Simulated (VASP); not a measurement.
# C (P6_222) in VASP: notebook

Runs on C. Level: PBE. Tasks: single point, relaxation of cell and atoms.

Program: VASP 6.6.1. These are calculated values, not measurements. Logs are shortened: lines on timing, memory, paths and dates and some standing lists are left out, and cuts for length are marked.

### 1 The cell of the first run

The structure is hexagonal, space group P6_222 (No. 180). Conventional cell: a = 2.605 Å, b = 2.605 Å, c = 2.800 Å, α = 90.00°, β = 90.00°, γ = 120.00°. C (site symmetry 222) has 4 C at 1.60 Å within 2.1 Å.

The cell was generated, and may not be a known phase.

### 2 Single point, PBE

Contents of INCAR:

```
PREC     = Accurate       # precision mode
ENCUT    = 520            # plane-wave cutoff, eV
EDIFF    = 1E-6           # SCF threshold, eV
ISMEAR   = 0              # smearing method
SIGMA    = 0.02           # smearing width, eV
LREAL    = False          # projectors in reciprocal space
LASPH    = True           # aspherical terms in the spheres
NELM     = 80             # most SCF steps
ALGO     = Normal         # electronic algorithm
ISIF     = 2              # what is computed and relaxed
LWAVE    = False          # write WAVECAR
LCHARG   = True           # write CHGCAR
GGA      = PE             # functional
LELF     = True           # ELF
LVHAR    = True         
NBANDS   = 13             # bands
```

Contents of KPOINTS:

```
Automatic mesh
0
Gamma
  12 12 10
```

Contents of POSCAR:

```
C
1.0
    2.6053214681      0.0000000000      0.0000000000
   -1.3026607341      2.2562745764      0.0000000000
    0.0000000000      0.0000000000      2.8002055194
C
3
Direct
    0.5000000000      0.5000000000      0.8333333333
    0.5000000000      0.0000000000      0.5000000000
    0.0000000000      0.5000000000      0.1666666667
```

Potentials or basis: VASP PAW PBE potentials, release 64 (C).

Run with:

```bash
$ cat potpaw_PBE.64/C/POTCAR > POTCAR
$ mpirun -np 1 vasp_std > vasp.out
```

OUTCAR:

```text
PREC = Accurate
   ENCUT = 520
   EDIFF = 1E-6
   ISMEAR = 0
   LREAL = False
   LASPH = True
   NELM = 80
   ISIF = 2
   GGA = PE

 ion  position               nearest neighbor table
   1  0.500  0.500  0.833-   2 1.60   2 1.60   3 1.60   3 1.60
   2  0.500  0.000  0.500-   3 1.60   3 1.60   1 1.60   1 1.60
   3  0.000  0.500  0.167-   2 1.60   2 1.60   1 1.60   1 1.60

  LATTYP: Found a hexagonal cell.
 ALAT       =     2.6053214681
 C/A-ratio  =     1.0748023051

  Lattice vectors:

 A1 = (   2.6053214681,   0.0000000000,   0.0000000000)
 A2 = (  -1.3026607341,   2.2562745764,   0.0000000000)
 A3 = (   0.0000000000,   0.0000000000,   2.8002055194)

Analysis of symmetry for initial positions (statically):
=====================================================================
 Subroutine PRICEL returns:
 Original cell was already a primitive cell.

 Routine SETGRP: Setting up the symmetry group for a
 hexagonal supercell.

 Subroutine GETGRP returns: Found 12 space group operations
 (whereof  4 operations were pure point group operations)
 out of a pool of 24 trial point group operations.

The static configuration has the point symmetry D_2 .
 The point group associated with its full space group is D_6 .

Analysis of symmetry for dynamics (positions and initial velocities):
=====================================================================
 Subroutine PRICEL returns:
 Original cell was already a primitive cell.

 Routine SETGRP: Setting up the symmetry group for a
 hexagonal supercell.

 Subroutine GETGRP returns: Found 12 space group operations
 (whereof  4 operations were pure point group operations)
 out of a pool of 24 trial point group operations.

The dynamic configuration has the point symmetry D_2 .
 The point group associated with its full space group is D_6 .

 Subroutine INISYM returns: Found 12 space group operations
 (whereof  4 operations are pure point group operations),
 and found     1 'primitive' translations

----------------------------------------------------------------------------------------

                                     Primitive cell

  volume of cell :      16.4605

  direct lattice vectors                    reciprocal lattice vectors
     2.605321468  0.000000000  0.000000000     0.383829793  0.221604234  0.000000000
    -1.302660734  2.256274576  0.000000000     0.000000000  0.443208469  0.000000000
     0.000000000  0.000000000  2.800205519     0.000000000  0.000000000  0.357116645

  length of vectors
     2.605321468  2.605321468  2.800205519     0.443208469  0.443208469  0.357116645

  position of ions in fractional coordinates (direct lattice)
     0.500000000  0.500000000  0.833333333
     0.500000000  0.000000000  0.500000000
     0.000000000  0.500000000  0.166666667

  ion indices of the primitive-cell ions
   primitive index   ion index
                 1           1
                 2           2
                 3           3

----------------------------------------------------------------------------------------

 KPOINTS: Automatic mesh

Automatic generation of k-mesh.
 Grid dimensions read from file:
 generate k-points for:   12   12   10

 Generating k-lattice:

  Cartesian coordinates                     Fractional coordinates (reciprocal lattice)
     0.031985816  0.018467020  0.000000000     0.083333333  0.000000000  0.000000000
     0.000000000  0.036934039  0.000000000     0.000000000  0.083333333  0.000000000
     0.000000000  0.000000000  0.035711664     0.000000000  0.000000000  0.100000000

  Length of vectors
     0.036934039  0.036934039  0.035711664

  Shift w.r.t. Gamma in fractional coordinates (k-lattice)
     0.000000000  0.000000000  0.000000000

 Subroutine IBZKPT returns following result:
 ===========================================

 Found    114 irreducible k-points:

 Following reciprocal coordinates:
            Coordinates               Weight
  0.000000  0.000000  0.000000      1.000000
  0.083333 -0.000000  0.000000      6.000000
  0.166667  0.000000  0.000000      6.000000
  0.250000  0.000000  0.000000      6.000000
  0.333333  0.000000  0.000000      6.000000
  0.416667 -0.000000  0.000000      6.000000
[... 16 lines left out ...]
  0.250000  0.000000  0.100000     12.000000
  0.333333  0.000000  0.100000     12.000000
 [... further k-points ...]
   k-points           NKPTS =    114   k-points in BZ     NKDIM =    114   number of bands    NBANDS=     13
   number of dos      NEDOS =    301   number of ions     NIONS =      3
   total plane-waves  NPLWV =   9600
   dimension x,y,z NGX =    20 NGY =   20 NGZ =   24
   dimension x,y,z NGXF=    40 NGYF=   40 NGZF=   48
   ions per type =               3
   NGX,Y,Z   is equivalent  to a cutoff of  12.76, 12.76, 14.25 a.u.
   NGXF,Y,Z  is equivalent  to a cutoff of  25.52, 25.52, 28.50 a.u.
 SYSTEM =  unknown system
   PREC   = accura    normal or accurate (medium, high low for compatibility)
   ISTART =      0    job   : 0-new  1-cont  2-samecut
   ICHARG =      2    charge: 1-file 2-atom 10-const
   ISPIN  =      1    spin polarized calculation?
   LNONCOLLINEAR =      F non collinear calculations
   LSORBIT =      F    spin-orbit coupling
   LASPH  =      T    aspherical Exc in radial PAW
   ENCUT  =  520.0 eV  38.22 Ry    6.18 a.u.   4.84  4.84  5.21*2*pi/ulx,y,z
   NELM   =     80;   NELMIN=  2; NELMDL= -5     # of ELM steps
   EDIFF  = 0.1E-05   stopping-criterion for ELM
   LREAL  =      F    real-space projection
[... 7 lines left out ...]
   TEBEG  =    0.0;   TEEND  =   0.0 temperature during run
   PSTRESS=    0.0 pullay stress
   NELECT =      12.0000    total number of electrons
   NUPDOWN=      -1.0000    fix difference up-down
   EMIN   =  10.00;   EMAX   =-10.00  energy-range for DOS
   EFERMI =   0.00;   METHOD = LEGACY
   ISMEAR =     0;   SIGMA  =   0.02  broadening in eV -4-tet -1-fermi 0-gaus
   EFERMI_NEDOS =   21; number of points for ismear=-14 and -15
   IALGO  =     38    algorithm
   IMIX   =      4    mixing-type and parameters
     AMIX     =   0.40;   BMIX     =  1.00
     AMIX_MAG =   1.60;   BMIX_MAG =  1.00
  volume/ion in A,a.u.               =       5.49        37.03
  Fermi-wavevector in a.u.,A,eV,Ry     =   1.473401  2.784323 29.537016  2.170909
  Thomas-Fermi vector in A             =   2.588298
   LORBIT       =      0    0 simple, 1 ext, 2 COOP (PROOUT), +10 PAW based schemes
   GGA     = PE    functional components
   LHFCALC =     F    Hartree Fock is set to
   AEXX    =    0.0000 exact exchange contribution
   IVDW    =     0    specifies the selected vdW correction
   LEPSILON=     F    determine dielectric tensor
   LRPA    =     F    only Hartree local field effects (RPA)
 non-spin polarized calculation
 Gauss-broadening in eV      SIGMA  =   0.02
  energy-cutoff  :      520.00
  volume of cell :       16.46
 maximum number of plane-waves:       466
 NGX is ok and might be reduce to    20

 number of electron      12.0000002 magnetization

 Free energy of the ion-electron system (eV)
  ---------------------------------------------------
  ext. energy  EPLUGINS =         0.00000000
  ---------------------------------------------------
  free energy    TOTEN  =       -23.93217189 eV

  energy without entropy =      -23.93217189  energy(sigma->0) =      -23.93217189

 E-fermi :  11.0716     XC(G=0): -13.7049

 val. band max:       10.9470200773   @ k =   0.0000   0.0000   0.5000
 cond. band min:      12.8713532006   @ k =   0.5000   0.0000   0.0000
 fundamental gap:      1.9243331233
 Fermi energy:        11.0715726425

 k-point     1 :       0.0000    0.0000    0.0000
  band No.  band energies     occupation
      1     -11.5167      2.00000
      2       2.9063      2.00000
      3       2.9063      2.00000
      4       4.3738      2.00000
      5       9.0729      2.00000
      6       9.0729      2.00000
      7      17.7676      0.00000
      8      17.7676      0.00000
      9      20.3241      0.00000
     10      20.6826      0.00000
     11      20.6826      0.00000
     12      21.8854      0.00000
     13      23.9610      0.00000

 k-point     2 :       0.0833   -0.0000    0.0000
  band No.  band energies     occupation
      1     -11.3547      2.00000
      2       2.9278      2.00000
      3       3.0287      2.00000
      4       4.0432      2.00000
      5       8.4158      2.00000
      6       8.8453      2.00000
      7      18.0540      0.00000
      8      18.5368      0.00000
      9      19.3431      0.00000
     10      20.3575      0.00000
     11      21.2872      0.00000
     12      21.7057      0.00000
     13      24.5971      0.00000

 k-point     3 :       0.1667    0.0000    0.0000
  band No.  band energies     occupation
      1     -10.8704      2.00000
      2       2.3437      2.00000
      3       3.3851      2.00000
      4       3.7015      2.00000
      5       7.1719      2.00000
      6       8.2995      2.00000
      7      17.6727      0.00000
      8      18.8962      0.00000
      9      19.1481      0.00000
     10      20.5455      0.00000
     11      21.1224      0.00000
     12      22.0176      0.00000
     13      26.2226      0.00000
[... 305 lines left out ...]
 k-point    23 :       0.2500    0.0000    0.1000
  band No.  band energies     occupation
      1      -9.9172      2.00000
      2       0.6679      2.00000
      3       1.7866      2.00000
      4       6.0139      2.00000
      5       6.2390      2.00000
      6       7.6921      2.00000
      7      15.2447      0.00000
      8      18.6894      0.00000
      9      19.0938      0.00000
     10      20.2005      0.00000
     11      22.5558      0.00000
     12      22.8270      0.00000
     13      28.3248      0.00000

 k-point    24 :       0.3333    0.0000    0.1000
  band No.  band energies     occupation
      1      -8.8202      2.00000
      2      -1.3631      2.00000
      3       2.5332      2.00000
      4       5.5155      2.00000
      5       6.1853      2.00000
      6       7.0390      2.00000
      7      14.1514      0.00000
      8      17.5585      0.00000
      9      18.7768      0.00000
     10      19.6725      0.00000
     11      24.0817      0.00000
     12      24.4269      0.00000
     13      29.1258      0.00000

 [... further k-points ...]
[... 5 lines left out ...]
  --------------------------------------------------------------------------------------
  -------------------------------------------------------------------------------------
  Total        0.0537879      0.0537879      0.0657128     -0.0000000      0.0000000      0.0000000
  in kB        5.2354292      5.2354292      6.3961302     -0.0000000      0.0000000      0.0000000
  external PRESSURE =       5.6223295 kB  Pullay stress =       0.0000000 kB

 VOLUME and BASIS-vectors are now :
 -----------------------------------------------------------------------------
  energy-cutoff  :      520.00
  volume of cell :       16.46
      direct lattice vectors                 reciprocal lattice vectors
     2.605321468  0.000000000  0.000000000     0.383829793  0.221604234  0.000000000
    -1.302660734  2.256274576  0.000000000     0.000000000  0.443208469  0.000000000
     0.000000000  0.000000000  2.800205519     0.000000000  0.000000000  0.357116645

 POSITION                                       TOTAL-FORCE (eV/Angst)
 -----------------------------------------------------------------------------------
      0.65133      1.12814      2.33350         0.000000     -0.000000     -0.000000
      1.30266      0.00000      1.40010         0.000000     -0.000000      0.000000
     -0.65133      1.12814      0.46670        -0.000000      0.000000     -0.000000
 -----------------------------------------------------------------------------------
    total drift:                                0.000000     -0.000000      0.000000

  FREE ENERGIE OF THE ION-ELECTRON SYSTEM (eV)
  ---------------------------------------------------
  free  energy   TOTEN  =       -23.9321718861 eV

  energy  without entropy=      -23.9321718861  energy(sigma->0) =      -23.93217189
```

It took 15 s on 1 thread of Intel Xeon 8259CL, shared host; peak memory 0.13 GiB.

Results:

```
Free energy            : -23.9322 eV
Pressure               : 0.6 GPa
Band gap on the k mesh : 1.92 eV (least direct gap 4.64 eV)
```

Levels at points of the mesh, in eV from the valence-band top:
| k point | band 2 | band 3 | band 4 | band 5 | band 6 | band 7 | band 8 | band 9 | band 10 | band 11 |
| --- | --- | --- | --- | --- | --- | --- | --- | --- | --- | --- |
| (0.00, 0.00, 0.00) | -8.04 | -8.04 | -6.57 | -1.87 | -1.87 | 6.82 | 6.82 | 9.38 | 9.74 | 9.74 |
| (0.50, 0.00, 0.00) | -15.75 | -6.11 | -5.68 | -5.50 | -4.22 | 1.92 | 4.11 | 8.13 | 8.63 | 14.55 |
| (0.00, 0.00, 0.50) | -18.63 | -3.14 | -3.14 | -1.61 | 0.00 | 4.92 | 4.92 | 7.26 | 7.26 | 8.84 |
| (0.50, 0.00, 0.50) | -13.88 | -12.20 | -11.72 | -4.47 | -3.38 | 2.71 | 4.01 | 10.16 | 12.32 | 13.27 |

A k mesh can miss the band edges.

### 3 Single point, PBE

This run uses another cell than the first one: it holds 9 atoms, not 3.

Contents of INCAR:

```
SYSTEM = C
  PREC = Accurate
  ENCUT = 520
  EDIFF = 1E-6
  ISMEAR = 0
  SIGMA = 0.1
  LREAL = .FALSE.
  LASPH = .TRUE.
  NELM = 100
  ALGO = Normal
  ISIF = 2
  LWAVE = .FALSE.
  LCHARG = .FALSE.
  GGA = PE
  NBANDS = 28
```

Contents of KPOINTS:

```
Automatic mesh
0
G
  6 6 6
  0 0 0
```

Contents of POSCAR:

```
C
1.0
    4.5123794164      0.0000000030      0.0000000000
   -2.2561897108      3.9078352046      0.0000000000
    0.0000000000      0.0000000000      2.8000977655
C
9
Direct
    0.8333329490      0.6666657302      0.1666762755
    0.3333342698      0.1666672188      0.8333429422
    0.8333327812      0.1666670510      0.5000096088
    0.6666657302      0.8333329490      0.8333237245
    0.1666672188      0.3333342698      0.1666570578
    0.1666670510      0.8333327812      0.4999903912
    0.4999938818      0.0000000000      0.1666666667
    0.0000000000      0.4999938818      0.8333333333
    0.5000061182      0.5000061182      0.5000000000
```

Potentials or basis: VASP PAW PBE potentials, release 64 (C).

Run with:

```bash
$ cat potpaw_PBE.64/C/POTCAR > POTCAR
$ mpirun -np 1 vasp_std > vasp.out
```

Wall time 32 s (1 thread of Intel Xeon 8259CL, shared host); peak memory 0.18 GiB.

The run converged. Its results:

```yaml
Free_energy: -71.7963 eV
Pressure: 0.6 GPa
Largest_force: 0.005 eV/Å
Band_gap_on_the_k_mesh: 1.92 eV
```

Forces on the atoms (eV/Å):
```
C   -0.001  0.000 -0.004
C    0.001 -0.001 -0.005
C    0.001  0.001 -0.005
C    0.001 -0.001  0.004
C   -0.002  0.000  0.005
C    0.000  0.001  0.005
C    0.003  0.000 -0.001
C   -0.002  0.002  0.001
C   -0.001 -0.002  0.000
```

Stress tensor (GPa, compression positive):
```
0.57 0.00 0.00
0.00 0.57 0.00
0.00 0.00 0.65
```

Levels at points of the mesh, in eV from the valence-band top:
```tsv
k point	band 14	band 15	band 16	band 17	band 18	band 19	band 20	band 21	band 22	band 23
(0.00, 0.00, 0.00)	-3.46	-3.46	-3.46	-1.87	-1.87	4.74	4.74	5.05	5.05	5.05
(0.50, 0.00, 0.00)	-5.68	-5.50	-4.22	-2.17	-2.17	1.92	4.11	5.08	5.08	6.76
(0.00, 0.00, 0.50)	-8.05	-3.14	-3.14	-1.61	0.00	4.92	4.92	7.26	7.26	8.72
(0.50, 0.00, 0.50)	-4.79	-4.47	-3.50	-3.50	-3.38	2.71	4.01	5.20	5.20	6.60
```

A k mesh can miss the band edges.

### 4 Relaxation of cell and atoms, PBE

Contents of INCAR:

```
SYSTEM = C
PREC = Accurate ; ENCUT = 600
EDIFF = 1E-7 ; ISMEAR = 0
SIGMA = 0.02 ; LREAL = .False.
LASPH = .True. ; NELM = 60
ALGO = Normal ; ISIF = 3
LWAVE = .False. ; LCHARG = .False.
GGA = PE ; IBRION = 2
NSW = 100 ; EDIFFG = -0.01
```

Contents of KPOINTS:

```
regular mesh
0
Gamma
  12 12 10
  0 0 0
```

Contents of POSCAR:

```
C
1.0
    2.6052234707      0.0000000000      0.0000000000
   -1.3026117354      2.2561897082      0.0000000000
    0.0000000000      0.0000000000      2.8000977655
C
3
Direct
    0.5000000000      0.5000000000      0.8333333333
    0.5000000000      0.0000000000      0.5000000000
    0.0000000000      0.5000000000      0.1666666667
```

Run with:

```bash
$ cat potpaw_PBE.64/C/POTCAR > POTCAR
$ mpirun -np 1 vasp_std > vasp.out
```

Run time: 15 s. Hardware: 1 thread of Intel Xeon 8259CL, shared host; peak memory 0.14 GiB.

Results (log left out):

| Quantity | Value |
| --- | --- |
| Free energy | -23.9363 eV |
| Pressure after relaxing | 0.1 GPa |
| Band gap on the k mesh | 1.92 eV (least direct gap 4.64 eV) |

Stress tensor (GPa, compression positive):
```
0.05 0.00 0.00
0.00 0.05 0.00
0.00 0.00 0.19
```

Final structure:
```
CELL_PARAMETERS angstrom
2.60522 0.00000 0.00000
-1.30261 2.25619 0.00000
0.00000 0.00000 2.80010
ATOMIC_POSITIONS crystal
C 0.50000 0.50000 0.83333
C 0.50000 0.00000 0.50000
C 0.00000 0.50000 0.16667
```

Levels at points of the mesh, in eV from the valence-band top:
| k point | band 4 | band 5 | band 6 | band 7 | band 8 | band 9 |
| --- | --- | --- | --- | --- | --- | --- |
| (0.00, 0.00, 0.00) | -6.57 | -1.87 | -1.87 | 6.82 | 6.82 | 9.38 |
| (0.50, 0.00, 0.00) | -5.68 | -5.50 | -4.22 | 1.92 | 4.11 | 8.13 |
| (0.00, 0.00, 0.50) | -3.14 | -1.61 | 0.00 | 4.92 | 4.92 | 7.26 |
| (0.50, 0.00, 0.50) | -11.72 | -4.47 | -3.38 | 2.71 | 4.01 | 10.15 |

A k mesh can miss the band edges.

### 5 The runs side by side

| task | cell | k mesh | cutoff (eV) | smearing | gap on the mesh (eV) | pressure (GPa) |
| --- | --- | --- | --- | --- | --- | --- |
| single point | a = 2.605, b = 2.605, c = 2.800 Å, angles 90.0, 90.0, 120.0°, 3 atoms, atomic positions A | 12 × 12 × 10 | 520 | gaussian 0.02 eV | 1.92 | 0.6 |
| single point | a = 4.512, b = 4.512, c = 2.800 Å, angles 90.0, 90.0, 120.0°, 9 atoms, atomic positions B | 6 × 6 × 6 | 520 | gaussian 0.1 eV | 1.92 | 0.6 |
| relaxation of cell and atoms | relaxed from a = 2.605, b = 2.605, c = 2.800 Å, angles 90.0, 90.0, 120.0°, 3 atoms, atomic positions A | 12 × 12 × 10 | 600 | gaussian 0.02 eV | 1.92 | 0.1 |

Alike in all rows: level PBE; potentials or basis VASP PAW PBE potentials, release 64 (C); no spin polarisation.

Absolute energies hang on the potentials; compare differences alone.
